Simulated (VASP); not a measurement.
Set up this calculation in VASP 6.6.1, as the native input.

* Task: single point
* Functional: BLYP
* Dispersion: D3(BJ)
* Potentials or basis: VASP PAW PBE potentials, release 64 (Ag, B)
* Cutoff: 520 eV
* k mesh: 10 × 10 × 8
* Occupations: gaussian, width 0.05 eV
* Spin: no spin polarisation
* Dipole correction: no
* Further INCAR settings: ALGO = Normal; EDIFF = 1e-06; NBANDS = 16

The structure of AgB2 lies in POSCAR:

```
AgB2
1.0
    2.9045111065      0.0000000000      0.0000000000
   -1.4522555533      2.5153804038      0.0000000000
    0.0000000000      0.0000000000      3.8713233409
Ag B
1 2
Direct
    0.0000000000      0.0000000000      0.0000000000
    0.3333333333      0.6666666667      0.5000000000
    0.6666666667      0.3333333333      0.5000000000
```

The input as run:

INCAR

```
SYSTEM = AgB2
AGGAC = 1.0 ; AGGAX = 1.0
ALDAC = 0.0 ; ALDAX = 1.0
ALGO = Normal ; EDIFF = 1E-6
ENCUT = 520 ; GGA = B5
ISIF = 2 ; ISMEAR = 0
IVDW = 12 ; LASPH = .TRUE.
LCHARG = .FALSE. ; LREAL = .FALSE.
LWAVE = .FALSE. ; NBANDS = 16
NELM = 60 ; PREC = Accurate
SIGMA = 0.05 ; VDW_A1 = 0.4298
VDW_A2 = 4.2359 ; VDW_S6 = 1.0
VDW_S8 = 2.6996
```

KPOINTS

```
k-points
0
G
  10 10 8
  0 0 0
```

Potentials or basis: VASP PAW PBE potentials, release 64 (Ag, B).

Command:

```sh
$ cat potpaw_PBE.64/Ag/POTCAR potpaw_PBE.64/B/POTCAR > POTCAR
$ mpirun -np 1 vasp_std > vasp.out
```

It gave:

| Property | Result |
| --- | --- |
| Pressure | 19.3 GPa |
| Dispersion energy per atom | -0.809 eV |

Caveat: the PAW data sets were made with another functional, which shifts forces and pressure a little; pairwise dispersion overbinds metals, which lowers pressure and volume.

Run time: 56 s on 1 thread of AMD EPYC 7R13 Processor (Zen 3) (shared host), peak memory 0.14 GiB.
